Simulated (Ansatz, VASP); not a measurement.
## Two plane-wave programs on CaBiCl3

```
CELL_PARAMETERS angstrom
5.05997 0.00000 0.00000
0.00000 5.05997 0.00000
0.00000 0.00000 5.05997
ATOMIC_POSITIONS crystal
Ca 0.00000 0.00000 0.00000
Bi 0.50000 0.50000 0.50000
Cl 0.00000 0.50000 0.50000
Cl 0.50000 0.00000 0.50000
Cl 0.50000 0.50000 0.00000
```

Alike in both runs: task relaxation of cell and atoms; functional PBE; k mesh 4 × 4 × 4; occupations gaussian, width 0.1 eV; no spin polarisation.

|  | VASP | Ansatz |
| --- | --- | --- |
| version | VASP 6.6.1 | Ansatz 0.2.0 |
| potentials or method | VASP PAW PBE potentials, release 64 (Ca_sv, Bi_d, Cl), cutoff 600 eV | scalar-relativistic, plane waves, PAW |
| valence electrons in the cell | 46 | 46 |

|  | VASP | Ansatz | Ansatz less VASP |
| --- | --- | --- | --- |
| gap on the k mesh at the Fermi level, each at its own relaxed structure (eV) | none | none | - |
| relaxed volume (Å³/atom) | 35.90 | 35.73 | -0.165 |
| relaxed length of the cell vector where the two differ most in proportion (Å) | 5.641 | 5.632 | -0.0087 |

A gap of «none» marks a metal or a gap that the smearing closes.

Spin-orbit coupling is off throughout. Noted on VASP's run: the volume moved by over 15 % at a fixed basis, so the end points are rough.
